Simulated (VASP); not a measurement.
# Al2Ru (Fddd) in VASP: a series of runs, part 2 of 2

VASP 6.6.1.

## Step 3: Single point, PBEsol (strain -0.015 along x and y, -0.015 along z)

INCAR reads:

```
SYSTEM = Al2Ru
ALGO = Normal
EDIFF = 1E-6
ENCUT = 520
GGA = PS
ISIF = 2
ISMEAR = 0
LASPH = .True.
LCHARG = .True.
LELF = .True.
LREAL = .False.
LVHAR = .True.
LWAVE = .False.
NBANDS = 29
NELM = 100
PREC = Accurate
SIGMA = 0.03
```

KPOINTS reads:

```
k-points
0
Gamma
  10 10 10
  0 0 0
```

POSCAR reads:

```
Al2Ru
1.0
    0.0000000000      3.9278333200      4.3193031585
    2.3153105560      0.0000000000      4.3193031585
    2.3153105560      3.9278333200      0.0000000000
Al Ru
4 2
Direct
    0.0789481736      0.4210518264      0.0789481736
    0.4210518264      0.0789481736      0.4210518264
    0.1710518264      0.8289481736      0.1710518264
    0.8289481736      0.1710518264      0.8289481736
    0.7500000000      0.7500000000      0.7500000000
    0.5000000000      0.5000000000      0.5000000000
```

Potentials or basis: VASP PAW PBE potentials, release 64 (Al, Ru_pv).

Started as:

```bash
$ cat potpaw_PBE.64/Al/POTCAR potpaw_PBE.64/Ru_pv/POTCAR > POTCAR
$ mpirun -np 1 vasp_std > vasp.out
```

OUTCAR:

```text
SYSTEM = Al2Ru
   EDIFF = 1E-6
   ENCUT = 520
   GGA = PS
   ISIF = 2
   ISMEAR = 0
   LASPH = .True.
   LREAL = .False.
   NELM = 100
   PREC = Accurate

 ion  position               nearest neighbor table
   1  0.079  0.421  0.079-   6 2.53   6 2.53   3 2.55   3 2.55   5 2.58   2 2.63   2 2.63   5 2.68
                             5 2.68   2 2.69   4 3.14   4 3.14   4 3.14   4 3.14
   2  0.421  0.079  0.421-   6 2.53   6 2.53   4 2.55   4 2.55   5 2.58   1 2.63   1 2.63   5 2.68
                             5 2.68   1 2.69   3 3.14   3 3.14   3 3.14   3 3.14
   3  0.171  0.829  0.171-   5 2.53   5 2.53   1 2.55   1 2.55   6 2.58   4 2.63   4 2.63   6 2.68
                             6 2.68   4 2.69   2 3.14   2 3.14   2 3.14   2 3.14
   4  0.829  0.171  0.829-   5 2.53   5 2.53   2 2.55   2 2.55   6 2.58   3 2.63   3 2.63   6 2.68
                             6 2.68   3 2.69   1 3.14   1 3.14   1 3.14   1 3.14
   5  0.750  0.750  0.750-   4 2.53   3 2.53   4 2.53   3 2.53   1 2.58   2 2.58   2 2.68   2 2.68
                             1 2.68   1 2.68   6 3.14   6 3.14   6 3.14   6 3.14
   6  0.500  0.500  0.500-   1 2.53   2 2.53   1 2.53   2 2.53   3 2.58   4 2.58   3 2.68   3 2.68
                             4 2.68   4 2.68   5 3.14   5 3.14   5 3.14   5 3.14

  LATTYP: Found a face centered orthorhombic cell.
 ALAT       =     4.6306211120
 B/A-ratio  =     1.6964606799
 C/A-ratio  =     1.8655394402

  Lattice vectors:

 A1 = (   0.0000000000,   3.9278333200,   4.3193031585)
 A2 = (   2.3153105560,   0.0000000000,   4.3193031585)
 A3 = (   2.3153105560,   3.9278333200,   0.0000000000)

Analysis of symmetry for initial positions (statically):
=====================================================================
 Subroutine PRICEL returns:
 Original cell was already a primitive cell.

 Routine SETGRP: Setting up the symmetry group for a
 face centered orthorhombic supercell.

 Subroutine GETGRP returns: Found  8 space group operations
 (whereof  4 operations were pure point group operations)
 out of a pool of  8 trial point group operations.

The static configuration has the point symmetry D_2 .
[... 148 lines left out ...]
   GGA     = PS    functional components
   LHFCALC =     F    Hartree Fock is set to
   AEXX    =    0.0000 exact exchange contribution
   IVDW    =     0    specifies the selected vdW correction
   LEPSILON=     F    determine dielectric tensor
   LRPA    =     F    only Hartree local field effects (RPA)
 non-spin polarized calculation
 Gauss-broadening in eV      SIGMA  =   0.03
  energy-cutoff  :      520.00
  volume of cell :       78.56
 maximum number of plane-waves:      2152
 NGX is ok and might be reduce to    48
   NGX = 21   NGY = 19   NGZ = 17

 number of electron      40.0000001 magnetization

 Free energy of the ion-electron system (eV)
  ---------------------------------------------------
  ext. energy  EPLUGINS =         0.00000000
  ---------------------------------------------------
  free energy    TOTEN  =       -40.72829575 eV

  energy without entropy =      -40.72829282  energy(sigma->0) =      -40.72829428

 E-fermi :  11.3335     XC(G=0): -12.2353

 val. band max:       11.2861696034   @ k =   0.0000   0.0000   0.0000
 cond. band min:      11.3863637532   @ k =   0.0000   0.3000   0.3000
 fundamental gap:      0.1001941498
 Fermi energy:        11.3335227344

 k-point     1 :       0.0000    0.0000    0.0000
  band No.  band energies     occupation
      1     -31.4761      2.00000
      2     -31.3870      2.00000
      3     -31.3722      2.00000
      4     -31.3258      2.00000
      5     -31.3122      2.00000
      6     -31.3051      2.00000
[... 757 lines left out ...]
     28      16.4298      0.00000
     29      17.4512      0.00000

 [... further k-points ...]

------------------------ aborting loop because EDIFF is reached ----------------------------------------

  FORCE on cell =-STRESS in cart. coord.  units (eV):
  Direction    XX          YY          ZZ          XY          YZ          ZX
  --------------------------------------------------------------------------------------
  -------------------------------------------------------------------------------------
  Total        4.6030207      4.1352013      4.8199109      0.0000000      0.0000000      0.0000000
  in kB       93.8744759     84.3337199     98.2977572      0.0000000      0.0000000      0.0000000
  external PRESSURE =      92.1686510 kB  Pullay stress =       0.0000000 kB

 VOLUME and BASIS-vectors are now :
 -----------------------------------------------------------------------------
  energy-cutoff  :      520.00
  volume of cell :       78.56
      direct lattice vectors                 reciprocal lattice vectors
     0.000000000  3.927833320  4.319303159    -0.215953751  0.127296644  0.115759413
     2.315310556  0.000000000  4.319303159     0.215953751 -0.127296644  0.115759413
     2.315310556  3.927833320  0.000000000     0.215953751  0.127296644 -0.115759413

 POSITION                                       TOTAL-FORCE (eV/Angst)
 -----------------------------------------------------------------------------------
      1.15766      0.62019      2.15965        -0.000000      0.065109     -0.000000
      1.15766      3.30764      2.15965        -0.000000     -0.065109     -0.000000
      2.31531      1.34373      4.31930         0.000000     -0.065109      0.000000
      2.31531      6.51194      4.31930         0.000000      0.065109      0.000000
      3.47297      5.89175      6.47895         0.000000     -0.000000     -0.000000
      2.31531      3.92783      4.31930        -0.000000     -0.000000      0.000000
 -----------------------------------------------------------------------------------
    total drift:                               -0.000000     -0.000000     -0.000000

  FREE ENERGIE OF THE ION-ELECTRON SYSTEM (eV)
  ---------------------------------------------------
  free  energy   TOTEN  =       -40.7282957493 eV

  energy  without entropy=      -40.7282928154  energy(sigma->0) =      -40.72829428
```

OSZICAR:

```text
N       E                     dE             d eps       ncg     rms          rms(c)
DAV:   1     0.300914155267E+03    0.30091E+03   -0.21501E+04 10470   0.132E+03
DAV:   2    -0.320009146388E+02   -0.33292E+03   -0.32190E+03 10608   0.358E+02
DAV:   3    -0.424684420049E+02   -0.10468E+02   -0.10328E+02 12178   0.616E+01
DAV:   4    -0.425886130854E+02   -0.12017E+00   -0.12006E+00 11594   0.647E+00
DAV:   5    -0.425911627451E+02   -0.25497E-02   -0.25495E-02 12168   0.973E-01    0.208E+01
DAV:   6    -0.414931497628E+02    0.10980E+01   -0.14493E+01 11032   0.260E+01    0.559E+00
DAV:   7    -0.408357653625E+02    0.65738E+00   -0.35025E+00 10714   0.130E+01    0.436E+00
DAV:   8    -0.407329767714E+02    0.10279E+00   -0.20113E-01 11346   0.337E+00    0.602E-01
DAV:   9    -0.407286998726E+02    0.42769E-02   -0.76562E-03 12204   0.477E-01    0.382E-01
DAV:  10    -0.407284132124E+02    0.28666E-03   -0.23559E-03 11369   0.369E-01    0.135E-01
DAV:  11    -0.407283024465E+02    0.11077E-03   -0.68526E-04 11191   0.200E-01    0.491E-02
DAV:  12    -0.407282960628E+02    0.63838E-05   -0.26287E-05 12736   0.357E-02    0.601E-03
DAV:  13    -0.407282957493E+02    0.31342E-06   -0.68012E-07  6895   0.494E-03
   1 F= -.40728296E+02 E0= -.40728294E+02  d E =-.293394E-05
```

stdout:

```text
POSCAR found type information on POSCAR AlRu
 POSCAR found :  2 types and       6 ions
 scaLAPACK will be used
 -----------------------------------------------------------------------------
|                                                                             |
|                                                                             |
|     You enforced a specific xc type in the INCAR file but a different       |
|     I HOPE YOU KNOW WHAT YOU ARE DOING!                                     |
|                                                                             |
 -----------------------------------------------------------------------------

 LDA part: xc-table for (Slater+PW92), standard interpolation
 POSCAR, INCAR and KPOINTS ok, starting setup
 FFT: planning ... GRIDC
 FFT: planning ... GRID_SOFT
 FFT: planning ... GRID
 WAVECAR not read
 entering main loop
```

It took 6 min on 1 thread of Intel Xeon Platinum 8488C (Sapphire Rapids), shared host; peak memory 0.46 GiB.

What came out:

```
Free energy   : -40.7283 eV
Pressure      : 9.2 GPa
Largest force : 0.065 eV/Å
```

Forces in eV/Å, atoms in the order of the input:
```
Al   0.000  0.065  0.000
Al   0.000 -0.065  0.000
Al   0.000 -0.065  0.000
Al   0.000  0.065  0.000
Ru   0.000  0.000  0.000
Ru   0.000  0.000  0.000
```

Stress tensor (GPa, compression positive):
```
9.39 0.00 0.00
0.00 8.43 0.00
0.00 0.00 9.83
```

Caveat: the cell differs from its parent crystal (strain -0.015 along x and y, -0.015 along z); the cell stands under pressure; the PAW data sets were made with another functional, which shifts forces and pressure a little.

## Step 4: Single point, PBEsol (strain +0.000 along x and y, -0.030 along z)

INCAR reads:

```
SYSTEM = Al2Ru
  ALGO = Normal
  EDIFF = 1E-6
  ENCUT = 520
  GGA = PS
  ISIF = 2
  ISMEAR = 0
  LASPH = .True.
  LCHARG = .False.
  LREAL = .False.
  LWAVE = .False.
  NBANDS = 29
  NELM = 80
  PREC = Accurate
  SIGMA = 0.03
```

KPOINTS is that of step 3.

Changes to POSCAR since step 3:

```diff
@@ -2,5 +2,5 @@
 1.0
-    0.0000000000      3.9278333200      4.3193031585
-    2.3153105560      0.0000000000      4.3193031585
-    2.3153105560      3.9278333200      0.0000000000
+    0.0000000000      3.9876480406      4.2535269682
+    2.3505690924      0.0000000000      4.2535269682
+    2.3505690924      3.9876480406      0.0000000000
 Al Ru
```

Started as:

```bash
$ cat potpaw_PBE.64/Al/POTCAR potpaw_PBE.64/Ru_pv/POTCAR > POTCAR
$ mpirun -np 1 vasp_std > vasp.out
```

Run time: 2.4 min. Hardware: 1 thread of Intel Xeon 6975P-C (Granite Rapids), shared host; peak memory 0.46 GiB.

It converged, with:

```
Free energy   : -40.7303 eV
Pressure      : 6.7 GPa
Largest force : 0.049 eV/Å
```

Forces on the atoms (eV/Å):
```
Al   0.000 -0.049  0.000
Al   0.000  0.049  0.000
Al   0.000  0.049  0.000
Al   0.000 -0.049  0.000
Ru   0.000  0.000  0.000
Ru   0.000  0.000  0.000
```

Stress tensor (GPa, compression positive):
```
 3.63  0.00  0.00
 0.00  2.93  0.00
 0.00  0.00 13.41
```

Levels at points of the mesh, in eV from the Fermi level:
```
           k point  band 17  band 18  band 19  band 20  band 21  band 22  band 23  band 24
(0.00, 0.00, 0.00)    -2.15    -1.41    -1.20    -0.12     1.92     2.29     2.47     2.56
(0.50, 0.00, 0.00)    -2.25    -2.16    -1.14    -0.87     0.39     0.83     1.88     3.43
(0.50, 0.50, 0.00)    -1.54    -1.54    -1.52    -1.52     2.20     2.20     2.57     2.57
(0.50, 0.00, 0.50)    -2.29    -2.29    -1.44    -1.44     1.92     1.92     2.85     2.85
(0.00, 0.50, 0.50)    -2.62    -2.62    -1.26    -1.26     0.38     0.38     4.84     4.84
```

Caveat: the cell differs from its parent crystal (strain +0.000 along x and y, -0.030 along z); the stress differs along the axes, from 3 to 13 GPa; the PAW data sets were made with another functional, which shifts forces and pressure a little.

## Step 5: Summary

```tsv
cell	pressure (GPa)	largest force (eV/Å)
a = 5.790, b = 4.843, c = 4.559 Å, angles 75.9, 54.2, 49.8°, 6 atoms	13.0	0.04
a = 5.838, b = 4.901, c = 4.559 Å, angles 76.1, 54.6, 49.3°, 6 atoms	9.2	0.07
a = 5.830, b = 4.860, c = 4.629 Å, angles 75.8, 53.9, 50.3°, 6 atoms	6.7	0.05
```

Alike in all rows: task single point; level PBEsol; potentials or basis VASP PAW PBE potentials, release 64 (Al, Ru_pv); no spin polarisation; k mesh 10 × 10 × 10; cutoff (eV) 520; smearing gaussian 0.03 eV.

Caveats: the PAW data sets were made with another functional, which shifts forces and pressure a little; the stress differs along the axes, from 10 to 17 GPa (at least some runs); the cell stands under pressure (at least some runs); the stress differs along the axes, from 3 to 13 GPa (at least some runs).

Total energies depend on the potentials used, so only differences within one code and one set of settings carry meaning.
